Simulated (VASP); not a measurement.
Input of a VASP 6.6.1 run:

Contents of INCAR:

```
SYSTEM = Ti2Co
PREC = Accurate
ENCUT = 520
EDIFF = 1E-6
ISMEAR = 0
SIGMA = 0.05
LREAL = .False.
LASPH = .True.
NELM = 150
ALGO = Normal
ISIF = 2
LWAVE = .False.
LCHARG = .False.
ISPIN = 2
MAGMOM = 0 0 0 0 0.59 0.59
LORBIT = 11
LMAXMIX = 4
GGA = PS
NBANDS = 46
```

The input KPOINTS:

```
regular mesh
0
Gamma
  5 5 5
  0 0 0
```

The input POSCAR:

```
Ti2Co
1.0
    0.0000000000      3.3650000000      3.3650000000
    3.3650000000      0.0000000000      3.3650000000
    3.3650000000      3.3650000000      0.0000000000
Ti Co
4 2
Direct
    0.1250000000      0.1250000000      0.1250000000
    0.6250000000      0.1250000000      0.1250000000
    0.1250000000      0.1250000000      0.6250000000
    0.1250000000      0.6250000000      0.1250000000
    0.5000000000      0.5000000000      0.5000000000
    0.7500000000      0.7500000000      0.7500000000
```

Potentials or basis: VASP PAW PBE potentials, release 64 (Ti_sv, Co).

Run with:

```bash
$ cat potpaw_PBE.64/Ti_sv/POTCAR potpaw_PBE.64/Co/POTCAR > POTCAR
$ mpirun -np 1 vasp_std > vasp.out
```

(1) Predict the pressure.

(2) Estimate the site moments.

## Answers

(1) 16.0 GPa.

(2) Ti +0.06; Co +0.57 μB.

Caveat: the PAW data sets were made with another functional, which shifts forces and pressure a little.
